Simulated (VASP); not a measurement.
# Pd (P6_3/mmc) in VASP: further runs

Runs on Pd. Level: LDA. Tasks: single point, relaxation of cell and atoms.

Program: VASP 6.6.1. These are calculated values, not measurements. Logs are shortened: lines on timing, memory, paths and dates and some standing lists are left out, and cuts for length are marked.

## Step 1: The cell of the first run

The structure is hexagonal, space group P6_3/mmc (No. 194). The conventional cell has a = 2.709 Å, b = 2.709 Å, c = 8.934 Å, α = 90.00°, β = 90.00°, γ = 120.00°. Within 3.6 Å of Pd (site symmetry -3m) lie 12 Pd at 2.71 to 2.73 Å. Within 3.6 Å of Pd (site symmetry -6m2) lie 12 Pd at 2.71 to 2.73 Å.

## Step 2: Single point, LDA

The input, INCAR:

```
SYSTEM = Pd
PREC     = Accurate       ! precision mode
ENCUT    = 520            ! plane-wave cutoff, eV
EDIFF    = 1E-7           ! SCF threshold, eV
ISMEAR   = -1             ! smearing method
SIGMA    = 0.1            ! smearing width, eV
LREAL    = .FALSE.        ! projectors in reciprocal space
LASPH    = .TRUE.         ! aspherical terms in the spheres
NELM     = 100            ! most SCF steps
ALGO     = Normal         ! electronic algorithm
ISIF     = 2              ! what is computed and relaxed
LWAVE    = .FALSE.        ! write WAVECAR
LCHARG   = .TRUE.         ! write CHGCAR
GGA      = CA             ! functional
LELF     = .TRUE.         ! ELF
LVHAR    = .TRUE.       
NBANDS   = 28             ! bands
```

The input, KPOINTS:

```
regular mesh
0
G
  18 18 5
  0 0 0
```

The input, POSCAR:

```
Pd
1.0
    2.7093932686      0.0000000000      0.0000000000
   -1.3546966343      2.3464033994      0.0000000000
    0.0000000000      0.0000000000      8.9344551389
Pd
4
Direct
    1.0000000000      1.0000000000      0.0000000000
    1.0000000000      0.0000000000      0.5000000000
    0.3333333333      0.6666666667      0.2500000000
    0.6666666667      0.3333333333      0.7500000000
```

Potentials or basis: VASP PAW LDA potentials, release 64 (Pd).

Command:

```bash
$ cat potpaw_LDA.64/Pd/POTCAR > POTCAR
$ mpirun -np 1 vasp_std > vasp.out
```

OUTCAR:

```text
SYSTEM = Pd
   PREC = Accurate
   ENCUT = 520
   EDIFF = 1E-7
   ISMEAR = -1
   LREAL = .FALSE.
   LASPH = .TRUE.
   NELM = 100
   ISIF = 2
   GGA = CA

 ion  position               nearest neighbor table
   1  0.000  0.000  0.000-   3 2.73   4 2.73   3 2.73   4 2.73   4 2.73   3 2.73
   2  0.000  0.000  0.500-   3 2.73   4 2.73   3 2.73   4 2.73   4 2.73   3 2.73
   3  0.333  0.667  0.250-   1 2.73   2 2.73   1 2.73   2 2.73   1 2.73   2 2.73
   4  0.667  0.333  0.750-   1 2.73   2 2.73   1 2.73   2 2.73   1 2.73   2 2.73

  LATTYP: Found a hexagonal cell.
 ALAT       =     2.7093932686
 C/A-ratio  =     3.2975851983

  Lattice vectors:

 A1 = (   2.7093932686,   0.0000000000,   0.0000000000)
 A2 = (  -1.3546966343,   2.3464033994,   0.0000000000)
 A3 = (   0.0000000000,   0.0000000000,   8.9344551389)

Analysis of symmetry for initial positions (statically):
=====================================================================
 Subroutine PRICEL returns:
 Original cell was already a primitive cell.

 Routine SETGRP: Setting up the symmetry group for a
 hexagonal supercell.

 Subroutine GETGRP returns: Found 24 space group operations
 (whereof 12 operations were pure point group operations)
 out of a pool of 24 trial point group operations.

The static configuration has the point symmetry D_3d.
 The point group associated with its full space group is D_6h.

Analysis of symmetry for dynamics (positions and initial velocities):
=====================================================================
 Subroutine PRICEL returns:
 Original cell was already a primitive cell.

 Routine SETGRP: Setting up the symmetry group for a
 hexagonal supercell.

 Subroutine GETGRP returns: Found 24 space group operations
 (whereof 12 operations were pure point group operations)
 out of a pool of 24 trial point group operations.

The dynamic configuration has the point symmetry D_3d.
 The point group associated with its full space group is D_6h.

 Subroutine INISYM returns: Found 24 space group operations
 (whereof 12 operations are pure point group operations),
 and found     1 'primitive' translations

----------------------------------------------------------------------------------------

                                     Primitive cell

  volume of cell :      56.7993

  direct lattice vectors                    reciprocal lattice vectors
     2.709393269  0.000000000  0.000000000     0.369086323  0.213092088  0.000000000
    -1.354696634  2.346403399  0.000000000     0.000000000  0.426184176  0.000000000
     0.000000000  0.000000000  8.934455139     0.000000000  0.000000000  0.111926243

  length of vectors
     2.709393269  2.709393269  8.934455139     0.426184176  0.426184176  0.111926243

  position of ions in fractional coordinates (direct lattice)
     0.000000000  0.000000000  0.000000000
     0.000000000  0.000000000  0.500000000
     0.333333333  0.666666667  0.250000000
     0.666666667  0.333333333  0.750000000

  ion indices of the primitive-cell ions
   primitive index   ion index
                 1           1
                 2           2
                 3           3
                 4           4

----------------------------------------------------------------------------------------

 KPOINTS: regular mesh

Automatic generation of k-mesh.
 Grid dimensions read from file:
 generate k-points for:   18   18    5

 Generating k-lattice:

  Cartesian coordinates                     Fractional coordinates (reciprocal lattice)
     0.020504796  0.011838449  0.000000000     0.055555556 -0.000000000  0.000000000
     0.000000000  0.023676899  0.000000000     0.000000000  0.055555556  0.000000000
     0.000000000  0.000000000  0.022385249     0.000000000  0.000000000  0.200000000

  Length of vectors
     0.023676899  0.023676899  0.022385249

  Shift w.r.t. Gamma in fractional coordinates (k-lattice)
     0.000000000  0.000000000  0.000000000

 Subroutine IBZKPT returns following result:
 ===========================================

 Found    111 irreducible k-points:

 Following reciprocal coordinates:
            Coordinates               Weight
  0.000000  0.000000  0.000000      1.000000
  0.055556 -0.000000  0.000000      6.000000
  0.111111 -0.000000  0.000000      6.000000
  0.166667  0.000000  0.000000      6.000000
  0.222222  0.000000  0.000000      6.000000
  0.277778  0.000000  0.000000      6.000000
[... 16 lines left out ...]
  0.333333  0.111111  0.000000     12.000000
  0.388889  0.111111  0.000000     12.000000
 [... further k-points ...]
   k-points           NKPTS =    111   k-points in BZ     NKDIM =    111   number of bands    NBANDS=     28
   number of dos      NEDOS =    301   number of ions     NIONS =      4
   total plane-waves  NPLWV =  28000
   dimension x,y,z NGX =    20 NGY =   20 NGZ =   70
   dimension x,y,z NGXF=    40 NGYF=   40 NGZF=  140
   ions per type =               4
   NGX,Y,Z   is equivalent  to a cutoff of  12.27, 12.27, 13.03 a.u.
   NGXF,Y,Z  is equivalent  to a cutoff of  24.54, 24.54, 26.05 a.u.
 SYSTEM =  Pd
   PREC   = accura    normal or accurate (medium, high low for compatibility)
   ISTART =      0    job   : 0-new  1-cont  2-samecut
   ICHARG =      2    charge: 1-file 2-atom 10-const
   ISPIN  =      1    spin polarized calculation?
   LNONCOLLINEAR =      F non collinear calculations
   LSORBIT =      F    spin-orbit coupling
   LASPH  =      T    aspherical Exc in radial PAW
   ENCUT  =  520.0 eV  38.22 Ry    6.18 a.u.   5.04  5.04 16.61*2*pi/ulx,y,z
   NELM   =    100;   NELMIN=  2; NELMDL= -5     # of ELM steps
   EDIFF  = 0.1E-06   stopping-criterion for ELM
   LREAL  =      F    real-space projection
   EDIFFG = 0.1E-05   stopping-criterion for IOM
   NSW    =      0    number of steps for IOM
   IBRION =     -1    ionic relax: 0-MD 1-quasi-New 2-CG
   NFREE  =      0    steps in history (QN), initial steepest desc. (CG)
   ISIF   =      2    stress and relaxation
   ISYM   =      2    0-nonsym 1-usesym 2-fastsym
   POTIM  = 0.5000    time-step for ionic-motion
   TEBEG  =    0.0;   TEEND  =   0.0 temperature during run
   PSTRESS=    0.0 pullay stress
   NELECT =      40.0000    total number of electrons
   NUPDOWN=      -1.0000    fix difference up-down
   EMIN   =  10.00;   EMAX   =-10.00  energy-range for DOS
   EFERMI =   0.00;   METHOD = LEGACY
   ISMEAR =    -1;   SIGMA  =   0.10  broadening in eV -4-tet -1-fermi 0-gaus
   EFERMI_NEDOS =   21; number of points for ismear=-14 and -15
   IALGO  =     38    algorithm
   IMIX   =      4    mixing-type and parameters
     AMIX     =   0.40;   BMIX     =  1.00
     AMIX_MAG =   1.60;   BMIX_MAG =  1.00
  volume/ion in A,a.u.               =      14.20        95.83
  Fermi-wavevector in a.u.,A,eV,Ry     =   1.456511  2.752407 28.863747  2.121426
  Thomas-Fermi vector in A             =   2.573421
   LORBIT       =      0    0 simple, 1 ext, 2 COOP (PROOUT), +10 PAW based schemes
   GGA     = CA    functional components
   LHFCALC =     F    Hartree Fock is set to
   AEXX    =    0.0000 exact exchange contribution
   IVDW    =     0    specifies the selected vdW correction
   LEPSILON=     F    determine dielectric tensor
   LRPA    =     F    only Hartree local field effects (RPA)
 non-spin polarized calculation
  energy-cutoff  :      520.00
  volume of cell :       56.80
 maximum number of plane-waves:      1557
   NGX = 11   NGY = 11   NGZ = 33

 number of electron      40.0000001 magnetization

 Free energy of the ion-electron system (eV)
  ---------------------------------------------------
  ext. energy  EPLUGINS =         0.00000000
  ---------------------------------------------------
  free energy    TOTEN  =       -26.05022554 eV

  energy without entropy =      -25.80243718  energy(sigma->0) =      -25.92633136

 E-fermi :  10.2965     XC(G=0): -13.7499

 val. band max:       10.2963643318   @ k =   0.4444   0.0000   0.0000
 cond. band min:      10.2975212398   @ k =   0.5000   0.0000   0.4000
 fundamental gap:      0.0011569080
 Fermi energy:        10.2965091824

 k-point     1 :       0.0000    0.0000    0.0000
  band No.  band energies     occupation
      1       2.7209      2.00000
      2       4.4211      2.00000
      3       4.4295      2.00000
      4       4.5912      2.00000
      5       7.1312      2.00000
      6       7.1487      2.00000
[... 20 lines left out ...]
     27      24.9428      0.00000
     28      27.1871      0.00000

 k-point     2 :       0.0556   -0.0000    0.0000
  band No.  band energies     occupation
      1       2.8253      2.00000
      2       4.5172      2.00000
      3       4.5265      2.00000
      4       4.6697      2.00000
      5       6.9503      2.00000
      6       7.0816      2.00000
[... 20 lines left out ...]
     27      25.0019      0.00000
     28      27.2937      0.00000

 k-point     3 :       0.1111   -0.0000    0.0000
  band No.  band energies     occupation
      1       3.1293      2.00000
      2       4.7814      2.00000
      3       4.7962      2.00000
      4       4.8903      2.00000
      5       6.6388      2.00000
      6       6.8511      2.00000
[... 20 lines left out ...]
     27      25.1711      0.00000
     28      27.5156      0.00000

 k-point     4 :       0.1667    0.0000    0.0000
  band No.  band energies     occupation
      1       3.5997      2.00000
      2       5.0830      2.00000
      3       5.1475      2.00000
      4       5.2325      2.00000
      5       6.3306      2.00000
      6       6.5755      2.00000
[... 578 lines left out ...]
     27      22.5939      0.00000
     28      22.7838      0.00000

 k-point    23 :       0.3333    0.1111    0.0000
  band No.  band energies     occupation
      1       4.9171      2.00000
      2       4.9209      2.00000
      3       5.1345      2.00000
      4       5.7150      2.00000
      5       5.8715      2.00000
      6       6.0890      2.00000
[... 20 lines left out ...]
     27      21.0759      0.00000
     28      21.4270      0.00000

 k-point    24 :       0.3889    0.1111    0.0000
  band No.  band energies     occupation
      1       4.7707      2.00000
      2       4.8293      2.00000
      3       5.0142      2.00000
      4       5.6081      2.00000
      5       5.7650      2.00000
      6       6.1159      2.00000
[... 20 lines left out ...]
     27      20.7035      0.00000
     28      21.3303      0.00000

 [... further k-points ...]

------------------------ aborting loop because EDIFF is reached ----------------------------------------

  FORCE on cell =-STRESS in cart. coord.  units (eV):
  Direction    XX          YY          ZZ          XY          YZ          ZX
  --------------------------------------------------------------------------------------
  -------------------------------------------------------------------------------------
  Total        0.1180232      0.1180232      0.0398207     -0.0000000      0.0000000      0.0000000
  in kB        3.3291649      3.3291649      1.1232516     -0.0000000      0.0000000      0.0000000
  external PRESSURE =       2.5938604 kB  Pullay stress =       0.0000000 kB

 VOLUME and BASIS-vectors are now :
 -----------------------------------------------------------------------------
  energy-cutoff  :      520.00
  volume of cell :       56.80
      direct lattice vectors                 reciprocal lattice vectors
     2.709393269  0.000000000  0.000000000     0.369086323  0.213092088  0.000000000
    -1.354696634  2.346403399  0.000000000     0.000000000  0.426184176  0.000000000
     0.000000000  0.000000000  8.934455139     0.000000000  0.000000000  0.111926243

 POSITION                                       TOTAL-FORCE (eV/Angst)
 -----------------------------------------------------------------------------------
      0.00000      0.00000      0.00000         0.000000      0.000000      0.000000
      0.00000      0.00000      4.46723         0.000000      0.000000      0.000000
     -0.00000      1.56427      2.23361        -0.000000      0.000000     -0.000000
      1.35470      0.78213      6.70084         0.000000     -0.000000      0.000000
 -----------------------------------------------------------------------------------
    total drift:                                0.000000     -0.000000      0.000000

  FREE ENERGIE OF THE ION-ELECTRON SYSTEM (eV)
  ---------------------------------------------------
  free  energy   TOTEN  =       -26.0502255376 eV

  energy  without entropy=      -25.8024371848  energy(sigma->0) =      -25.92633136
```

It took 2.5 min on 1 thread of Intel Xeon Platinum 8488C (Sapphire Rapids), shared host; peak memory 0.24 GiB.

What came out:

```
Free energy            : -26.0502 eV
Pressure               : 0.3 GPa
Band gap on the k mesh : zero (band 20 reaches 10.51 eV, above the bottom of band 21 at 9.49 eV)
```

## Step 3: Relaxation of cell and atoms, LDA

This run uses another cell than the first one, of 14.71 Å³/atom, 1.036 times its volume.

The input, INCAR:

```
PREC = Accurate
ENCUT = 600
EDIFF = 1E-6
ISMEAR = -1
SIGMA = 0.1
LREAL = False
LASPH = True
NELM = 60
ALGO = Normal
ISIF = 3
LWAVE = False
LCHARG = False
IBRION = 2
NSW = 80
EDIFFG = -0.01
```

The input, KPOINTS:

```
Automatic mesh
0
Gamma
  13 13 4
```

The input, POSCAR:

```
Pd
1.0
    2.7505001182      0.0000000000      0.0000000000
   -1.3752500591      2.3820029755      0.0000000000
    0.0000000000      0.0000000000      8.9831333861
Pd
4
Direct
    0.0000000000      0.0000000000      0.0000000000
    0.0000000000      0.0000000000      0.5000000000
    0.3333333333      0.6666666667      0.2500000000
    0.6666666667      0.3333333333      0.7500000000
```

Potentials or basis: VASP PAW LDA potentials, release 64 (Pd).

Command:

```bash
$ cat potpaw_LDA.64/Pd/POTCAR > POTCAR
$ mpirun -np 1 vasp_std > vasp.out
```

It took 6.5 min on 1 thread of Intel Xeon Platinum 8488C (Sapphire Rapids), shared host; peak memory 0.23 GiB.

It converged, with:

- Free energy: -26.0486 eV
- Relaxed volume: 14.22 Å³/atom
- Relaxed cell: a = 2.711 Å, b = 2.711 Å, c = 8.935 Å, α = 90.00°, β = 90.00°, γ = 120.00°
- Space group after relaxing (to 0.05 Å): P6_3/mmc (No. 194)
- Energy gained by relaxing: 11.7 meV/atom
- Ionic steps: 9
- Pressure after relaxing: 0.0 GPa

Step by step:
```tsv
step	energy change (eV)	largest force (eV/Å)	pressure (GPa)	volume (Å³)
1	0.0000	0.0000	-6.98	58.85
2	0.1059	0.0000	15.73	53.56
3	-0.0457	0.0000	-0.10	56.89
4	-0.0457	0.0000	0.04	56.85
5	-0.0457	0.0000	0.20	56.81
6	-0.0466	0.0000	0.20	56.81
7	-0.0467	0.0000	0.20	56.82
8	-0.0467	0.0000	-0.35	56.95
9	-0.0468	0.0000	-0.01	56.87
```

Final structure:
```
Pd
1.0
     2.71090    0.00000    0.00000
    -1.35545    2.34771    0.00000
     0.00000    0.00000    8.93530
Pd
4
Direct
  0.00000 0.00000 0.00000
  0.00000 0.00000 0.50000
  0.33333 0.66667 0.25000
  0.66667 0.33333 0.75000
```

Levels at points of the mesh, in eV from the Fermi level:
| k point | band 17 | band 18 | band 19 | band 20 | band 21 | band 22 | band 23 | band 24 |
| --- | --- | --- | --- | --- | --- | --- | --- | --- |
| (0.00, 0.00, 0.00) | -1.65 | -1.16 | -1.16 | -0.78 | -0.78 | -0.16 | -0.16 | 0.73 |
| (0.00, 0.00, 0.50) | -1.41 | -1.41 | -1.14 | -1.14 | -0.42 | -0.42 | -0.42 | -0.42 |

Caveat: the bands computed are all filled at some k points, so no gap is given.

## Step 4: Single point, LDA

The input, INCAR:

```
SYSTEM = Pd
ALGO = Normal ; EDIFF = 1E-7
ENCUT = 520 ; ISIF = 2
ISMEAR = -1 ; LASPH = .True.
LCHARG = .True. ; LELF = .True.
LREAL = .False. ; LVHAR = .True.
LWAVE = .False. ; NBANDS = 28
NELM = 100 ; PREC = Accurate
SIGMA = 0.1
```

The input, KPOINTS:

```
k-points
0
Gamma
  13 13 4
  0 0 0
```

The input, POSCAR:

```
Pd
1.0
    2.7093932686      0.0000000000      0.0000000000
   -1.3546966343      2.3464033994      0.0000000000
    0.0000000000      0.0000000000      8.9344551389
Pd
4
Direct
    1.0000000000      1.0000000000      0.0000000000
    1.0000000000      0.0000000000      0.5000000000
    0.3333333333      0.6666666667      0.2500000000
    0.6666666667      0.3333333333      0.7500000000
```

Command:

```bash
$ cat potpaw_LDA.64/Pd/POTCAR > POTCAR
$ mpirun -np 1 vasp_std > vasp.out
```

It took 51 s on 1 thread of Intel Xeon 6975P-C (Granite Rapids), shared host; peak memory 0.2 GiB.

Results (log left out):

```
Free energy            : -26.0473 eV
Pressure               : 0.3 GPa
Band gap on the k mesh : zero (band 20 reaches 10.51 eV, above the bottom of band 21 at 9.51 eV)
```

Levels at points of the mesh, in eV from the Fermi level:
| k point | band 16 | band 17 | band 18 | band 19 | band 20 | band 21 | band 22 | band 23 | band 24 | band 25 |
| --- | --- | --- | --- | --- | --- | --- | --- | --- | --- | --- |
| (0.00, 0.00, 0.00) | -1.65 | -1.65 | -1.16 | -1.16 | -0.78 | -0.78 | -0.16 | -0.16 | 0.73 | 7.36 |
| (0.00, 0.00, 0.50) | -1.42 | -1.42 | -1.42 | -1.15 | -1.15 | -0.43 | -0.43 | -0.43 | -0.43 | 10.04 |

## Step 5: Single point, LDA (volume scaled by 0.88)

The input, INCAR:

```
SYSTEM = Pd
  ALGO = Normal
  EDIFF = 1E-6
  ENCUT = 520
  GGA = CA
  ISIF = 2
  ISMEAR = -1
  LASPH = .True.
  LCHARG = .False.
  LREAL = .False.
  LWAVE = .False.
  NBANDS = 28
  NELM = 80
  PREC = Accurate
  SIGMA = 0.1
```

The input, KPOINTS:

```
k-points
0
Gamma
  15 15 4
  0 0 0
```

The input, POSCAR:

```
Pd
1.0
    2.5963681415      0.0000000000      0.0000000000
   -1.2981840708      2.2485207682      0.0000000000
    0.0000000000      0.0000000000      8.5617451529
Pd
4
Direct
    1.0000000000      1.0000000000      0.0000000000
    1.0000000000      0.0000000000      0.5000000000
    0.3333333333      0.6666666667      0.2500000000
    0.6666666667      0.3333333333      0.7500000000
```

Command:

```bash
$ cat potpaw_LDA.64/Pd/POTCAR > POTCAR
$ mpirun -np 1 vasp_std > vasp.out
```

Run time: 47 s. Hardware: 1 thread of Intel Xeon 6975P-C (Granite Rapids), shared host; peak memory 0.2 GiB.

The run converged. Its results:

```
Free energy            : -25.2875 eV
Pressure               : 40.7 GPa
Band gap on the k mesh : zero (band 20 reaches 13.06 eV, above the bottom of band 21 at 11.81 eV)
```

Stress tensor (GPa, compression positive):
```
40.82  0.00  0.00
 0.00 40.82  0.00
 0.00  0.00 40.33
```

Levels at points of the mesh, in eV from the Fermi level:
| k point | band 17 | band 18 | band 19 | band 20 | band 21 | band 22 | band 23 | band 24 |
| --- | --- | --- | --- | --- | --- | --- | --- | --- |
| (0.00, 0.00, 0.00) | -2.03 | -1.43 | -1.43 | -0.94 | -0.94 | -0.17 | -0.17 | 0.43 |
| (0.00, 0.00, 0.50) | -1.73 | -1.73 | -1.54 | -1.54 | -0.51 | -0.51 | -0.51 | -0.51 |

Caveat: the cell differs from its parent crystal (volume scaled by 0.88).

## Step 6: The runs side by side

| task | cell | k mesh | cutoff (eV) | gap on the mesh (eV) | pressure (GPa) |
| --- | --- | --- | --- | --- | --- |
| single point | a = 2.709, b = 2.709, c = 8.934 Å, angles 90.0, 90.0, 120.0°, 4 atoms | 18 × 18 × 5 | 520 | none | 0.3 |
| relaxation of cell and atoms | relaxed from a = 2.751, b = 2.751, c = 8.983 Å, angles 90.0, 90.0, 120.0°, 4 atoms | 13 × 13 × 4 | 600 | - | 0.0 |
| single point | a = 2.709, b = 2.709, c = 8.934 Å, angles 90.0, 90.0, 120.0°, 4 atoms | 13 × 13 × 4 | 520 | none | 0.3 |
| single point | a = 2.596, b = 2.596, c = 8.562 Å, angles 90.0, 90.0, 120.0°, 4 atoms | 15 × 15 × 4 | 520 | none | 40.7 |

Alike in all rows: level LDA; potentials or basis VASP PAW LDA potentials, release 64 (Pd); no spin polarisation; smearing fermi-dirac 0.1 eV.

Caveats: the bands computed are all filled at some k points, so no gap is given (some runs).

Total energies depend on the potentials used, so only differences within one code and one set of settings carry meaning.
